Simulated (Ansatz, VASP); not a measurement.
## Rh: VASP beside Ansatz

File INCAR:

```
  ALGO = Normal
  EDIFF = 1E-7
  ENCUT = 520
  GGA = RE
  ISIF = 2
  ISMEAR = -1
  LASPH = T
  LCHARG = F
  LREAL = F
  LWAVE = F
  NBANDS = 14
  NELM = 80
  PREC = Accurate
  SIGMA = 0.1
```

Contents of KPOINTS:

```
k-points
0
Gamma
  16 16 16
```

Contents of POSCAR:

```
Rh
1.0
   -1.6028701240      1.6028701240      1.6028701240
    1.6028701240     -1.6028701240      1.6028701240
    1.6028701240      1.6028701240     -1.6028701240
Rh
1
Direct
    0.0000000000      0.0000000000      0.0000000000
```

Input for Ansatz:

```yaml
crystal:
  lattice:
    - [-1.602870124, 1.602870124, 1.602870124]
    - [1.602870124, -1.602870124, 1.602870124]
    - [1.602870124, 1.602870124, -1.602870124]
  atoms:
    - { symbol: Rh, position: [0.0, 0.0, 0.0] }
hamiltonian:
  xc: revpbe
  pseudopotentials:
    kind: paw
    azcp:
      Rh: "pseudopotentials/Rh.paw.azcp"
basis:
  ecutwfc: 420
  fft_grid_basis: typed
kpoints:
  mp_grid: { grid: [16, 16, 16], shift: [0, 0, 0] }
magnetization:
  spin_polarized: false
scf:
  occupations: { method: fermi_dirac, width: 0.1 }
  lower_state_search: "off"
output:
  stress: true
```

Alike in both runs: task single point; functional revPBE; k mesh 16 × 16 × 16; occupations fermi-dirac, width 0.1 eV; no spin polarisation.

|  | VASP | Ansatz |
| --- | --- | --- |
| version | VASP 6.6.1 | Ansatz 0.2.0 |
| potentials or method | VASP PAW PBE potentials, release 64 (Rh_pv), cutoff 520 eV | plane waves (420 eV) with PAW, scalar-relativistic |
| valence electrons in the cell | 15 | 17 |

VASP gave:

| Property | Result |
| --- | --- |
| pressure (GPa) | -18.3 |

Question: Estimate Ansatz's values.

Answer: Pressure (GPa): -18.4.

VASP's potentials were made for PBE, not for revPBE. With one functional, cell and mesh, what is left measures potentials, basis and numerics. VASP's potentials hold 15 valence electrons a cell and Ansatz's 17, so a difference there can come from the potentials and not from the codes.
